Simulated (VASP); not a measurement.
RbCl:

```xyz
2
Lattice="0.0000 3.3058 3.3058 3.3058 0.0000 3.3058 3.3058 3.3058 0.0000" Properties=species:S:1:pos:R:3 pbc="T T T"
Rb    0.0000    0.0000    0.0000
Cl    3.3058    3.3058    3.3058
```

Base run:

| Property | Result |
| --- | --- |
| Program | VASP 6.6.1 |
| Functional | HSE06 |
| Potentials or basis | VASP PAW PBE potentials, release 64 (Rb_sv, Cl) |
| Cutoff | 400 eV |
| k mesh | 4 × 4 × 4 |
| Occupations | gaussian, width 0.01 eV |
| Spin | no spin polarisation |

Its results: band gap on the k mesh 6.25 eV; pressure 0.3 GPa.

Task: The run is repeated on the same cell with these changes: functional from HSE06 to PBE; cutoff from 400 eV to 500 eV. What comes out?

Result: Band gap on the k mesh 4.95 eV; pressure 0.6 GPa.

Caveats: the PAW data sets were made with another functional, which shifts forces and pressure a little (at least some runs).

